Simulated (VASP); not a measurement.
# V (Pm-3m) in VASP: notebook, part 2 of 2

VASP 6.6.1. Earlier steps stand in the parts before.

### Step 5. Single point, PBE (volume scaled by 0.92)

Input file INCAR:

```
SYSTEM = V
ALGO = Normal ; EDIFF = 1E-6
ENCUT = 520 ; GGA = PE
ISIF = 2 ; ISMEAR = -1
LASPH = .True. ; LCHARG = .False.
LREAL = .False. ; LWAVE = .False.
NBANDS = 12 ; NELM = 60
PREC = Accurate ; SIGMA = 0.08
```

Input file KPOINTS:

```
k-points
0
Gamma
  15 15 15
  0 0 0
```

Input file POSCAR:

```
V
1.0
    2.3843854678      0.0000000000      0.0000000000
    0.0000000000      2.3843854678      0.0000000000
    0.0000000000      0.0000000000      2.3843854678
V
1
Direct
    0.0000000000      0.0000000000      0.0000000000
```

Potentials or basis: VASP PAW PBE potentials, release 64 (V_sv).

Launch:

```
> cat potpaw_PBE.64/V_sv/POTCAR > POTCAR
> mpirun -np 1 vasp_std > vasp.out
```

OUTCAR:

```text
SYSTEM = V
   EDIFF = 1E-6
   ENCUT = 520
   GGA = PE
   ISIF = 2
   ISMEAR = -1
   LASPH = .True.
   LREAL = .False.
   NELM = 60
   PREC = Accurate

 ion  position               nearest neighbor table
   1  0.000  0.000  0.000-

  LATTYP: Found a simple cubic cell.
 ALAT       =     2.3843854678

  Lattice vectors:

 A1 = (   2.3843854678,   0.0000000000,   0.0000000000)
 A2 = (   0.0000000000,   2.3843854678,   0.0000000000)
 A3 = (   0.0000000000,   0.0000000000,   2.3843854678)

Analysis of symmetry for initial positions (statically):
=====================================================================
 Subroutine PRICEL returns:
 Original cell was already a primitive cell.

 Routine SETGRP: Setting up the symmetry group for a
 simple cubic supercell.

 Subroutine GETGRP returns: Found 48 space group operations
 (whereof 48 operations were pure point group operations)
 out of a pool of 48 trial point group operations.

The static configuration has the point symmetry O_h .

Analysis of symmetry for dynamics (positions and initial velocities):
[... 158 lines left out ...]

 val. band max:        9.8054387517   @ k =   0.4000   0.2000   0.1333
 cond. band min:       9.8115068282   @ k =   0.3333   0.2000   0.0667
 fundamental gap:      0.0060680766
 Fermi energy:         9.8082850037

 k-point     1 :       0.0000    0.0000    0.0000
  band No.  band energies     occupation
      1     -54.0251      2.00000
      2     -27.1214      2.00000
      3     -27.1214      2.00000
      4     -27.1214      2.00000
      5       3.2743      2.00000
      6       7.4336      2.00000
      7       7.4336      2.00000
      8      13.6770      0.00000
      9      13.6770      0.00000
     10      13.6770      0.00000
     11      29.0751      0.00000
     12      29.0751      0.00000
[... 331 lines left out ...]
 k-point    24 :       0.3333    0.2000    0.0000
  band No.  band energies     occupation
      1     -53.7891      2.00000
      2     -28.0597      2.00000
      3     -27.4786      2.00000
      4     -26.9927      2.00000
      5       6.7122      2.00000
      6       8.4712      2.00000
      7       9.8019      1.03985
      8      12.0737      0.00000
      9      12.0767      0.00000
     10      13.0748      0.00000
     11      20.7320      0.00000
     12      26.6473      0.00000

 [... further k-points ...]
[... 5 lines left out ...]
  --------------------------------------------------------------------------------------
  -------------------------------------------------------------------------------------
  Total        1.1522186      1.1522186      1.1522186      0.0000000      0.0000000     -0.0000000
  in kB      136.1808522    136.1808522    136.1808522      0.0000000      0.0000000     -0.0000000
  external PRESSURE =     136.1808522 kB  Pullay stress =       0.0000000 kB

 VOLUME and BASIS-vectors are now :
 -----------------------------------------------------------------------------
  energy-cutoff  :      520.00
  volume of cell :       13.56
      direct lattice vectors                 reciprocal lattice vectors
     2.384385468  0.000000000  0.000000000     0.419395275  0.000000000  0.000000000
     0.000000000  2.384385468  0.000000000     0.000000000  0.419395275  0.000000000
     0.000000000  0.000000000  2.384385468     0.000000000  0.000000000  0.419395275

 POSITION                                       TOTAL-FORCE (eV/Angst)
 -----------------------------------------------------------------------------------
      0.00000      0.00000      0.00000         0.000000      0.000000      0.000000
 -----------------------------------------------------------------------------------
    total drift:                               -0.000000      0.000000      0.000000

  FREE ENERGIE OF THE ION-ELECTRON SYSTEM (eV)
  ---------------------------------------------------
  free  energy   TOTEN  =        -8.1068341243 eV

  energy  without entropy=       -8.0716798606  energy(sigma->0) =       -8.08925699
```

OSZICAR:

```text
N       E                     dE             d eps       ncg     rms          rms(c)
DAV:   1     0.930389406433E+02    0.93039E+02   -0.69740E+03  2888   0.118E+03
DAV:   2    -0.752396530639E+01   -0.10056E+03   -0.96864E+02  2920   0.329E+02
DAV:   3    -0.891649240541E+01   -0.13925E+01   -0.13878E+01  3152   0.453E+01
DAV:   4    -0.892369481847E+01   -0.72024E-02   -0.72023E-02  3104   0.348E+00
DAV:   5    -0.892378310145E+01   -0.88283E-04   -0.88283E-04  3220   0.366E-01    0.181E+01
DAV:   6    -0.811865513064E+01    0.80513E+00   -0.21605E+00  2976   0.219E+01    0.356E+00
DAV:   7    -0.810893321456E+01    0.97219E-02   -0.20175E-02  3012   0.153E+00    0.176E+00
DAV:   8    -0.810692128009E+01    0.20119E-02   -0.52527E-03  3044   0.969E-01    0.770E-02
DAV:   9    -0.810684404589E+01    0.77234E-04   -0.78558E-05  3028   0.125E-01    0.292E-02
DAV:  10    -0.810683408307E+01    0.99628E-05   -0.11881E-05  3084   0.435E-02    0.561E-03
DAV:  11    -0.810683412434E+01   -0.41264E-07   -0.24603E-07  1680   0.776E-03
   1 F= -.81068341E+01 E0= -.80892570E+01  d E =-.351543E-01
```

It took 8.2 s on 1 thread of Intel Xeon 6975P-C, shared host; peak memory 0.13 GiB.

What came out:

| Item | Value |
| --- | --- |
| Free energy | -8.1068 eV |
| Pressure | 13.6 GPa |

Levels at points of the mesh, in eV from the Fermi level:
| k point | band 4 | band 5 | band 6 | band 7 | band 8 | band 9 | band 10 | band 11 |
| --- | --- | --- | --- | --- | --- | --- | --- | --- |
| (0.00, 0.00, 0.00) | -36.93 | -6.53 | -2.37 | -2.37 | 3.87 | 3.87 | 3.87 | 19.27 |

### Step 6. The runs side by side

```csv
cell,gap on the mesh (eV),pressure (GPa)
"a = 2.237 Å, 1 atom",none,63.2
"a = 2.313 Å, 1 atom",none,33.4
"a = 2.384 Å, 1 atom",none,13.6
```

Alike in all rows: task single point; level PBE; potentials or basis VASP PAW PBE potentials, release 64 (V_sv); no spin polarisation; k mesh 15 × 15 × 15; cutoff (eV) 520; smearing fermi-dirac 0.08 eV.

Absolute energies hang on the potentials; compare differences alone.
